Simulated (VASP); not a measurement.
Runs of VASP 6.6.1 on Si. The structure is that of space group P6/mmm (No. 191), or close to it. The cells are those of the table. 

```tsv
cell	gap on the mesh (eV)	pressure (GPa)
a = 4.553, b = 4.553, c = 2.607 Å, angles 90.0, 90.0, 120.0°, 3 atoms	none	-3.7
a = 4.611, b = 4.611, c = 2.640 Å, angles 90.0, 90.0, 120.0°, 3 atoms	none	-6.3
a = 4.494, b = 4.494, c = 2.573 Å, angles 90.0, 90.0, 120.0°, 3 atoms	none	(a)
a = 4.433, b = 4.433, c = 2.538 Å, angles 90.0, 90.0, 120.0°, 3 atoms	none	(b)
a = 4.667, b = 4.667, c = 2.672 Å, angles 90.0, 90.0, 120.0°, 3 atoms	none	-8.3
```

Alike in all rows: task single point; level RPBE; potentials or basis VASP PAW PBE potentials, release 64 (Si); no spin polarisation; k mesh 9 × 9 × 14; cutoff (eV) 520; smearing fermi-dirac 0.1 eV.

Fill in the values left out.

(a) -0.5; (b) 3.6.

Caveats: the PAW data sets were made with another functional, which shifts forces and pressure a little.

A gap of «none» marks levels without a gap at the run's occupations.
